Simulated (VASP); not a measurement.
## SiC: single point with LDA

The system is SiC.

```xyz
4
Lattice="3.0716 0.0000 0.0000 -1.5358 2.6601 0.0000 0.0000 0.0000 5.0009" Properties=species:S:1:pos:R:3 pbc="T T T"
Si    0.0000    1.7734    0.0230
Si    1.5358    0.8867    2.5234
C     0.0000    1.7734    1.9024
C     1.5358    0.8867    4.4028
```

This cell differs from its parent crystal: in-plane strain +0.005.

- Program: VASP 6.6.1
- Task: single point
- Functional: LDA
- Potentials or basis: VASP PAW LDA potentials, release 64 (Si, C)
- Cutoff: 520 eV
- k mesh: 8 × 8 × 4
- Occupations: gaussian, width 0.01 eV
- Spin: no spin polarisation
- Dipole correction: no
- Further INCAR settings: ALGO = Normal; EDIFF = 1e-07; NBANDS = 16

```yaml
Pressure: -1.2 GPa
Largest_force: 0.085 eV/Å
Band_gap_on_the_k_mesh: 2.42 eV, indirect (least direct gap 3.82 eV)
```

Forces in eV/Å, atoms in the order of the input:
```
Si   0.000  0.000 -0.085
Si   0.000  0.000 -0.085
C    0.000  0.000  0.085
C    0.000  0.000  0.085
```

Stress tensor (GPa, compression positive):
```
-2.72  0.00  0.00
 0.00 -2.72  0.00
 0.00  0.00  1.89
```

Levels at points of the mesh, in eV from the valence-band top:
```
           k point  band 5  band 6  band 7  band 8  band 9  band 10  band 11  band 12
(0.00, 0.00, 0.00)   -1.36   -0.07    0.00    0.00    4.75     6.49     6.57     6.57
(0.50, 0.00, 0.00)   -5.49   -3.38   -3.35   -1.18    2.65     4.21     6.90     7.06
(0.00, 0.00, 0.50)   -0.74   -0.74   -0.74   -0.74    5.85     5.85     7.26     7.26
(0.50, 0.00, 0.50)   -2.48   -2.48   -2.30   -2.30    3.27     3.27     5.25     5.25
```

Wall time 22 s on 1 thread of AMD EPYC 7R43 64-Core Processor (Zen 3) (shared host), peak memory 0.1 GiB.

Caveat: the cell differs from its parent crystal (in-plane strain +0.005). A k mesh can miss the band edges.
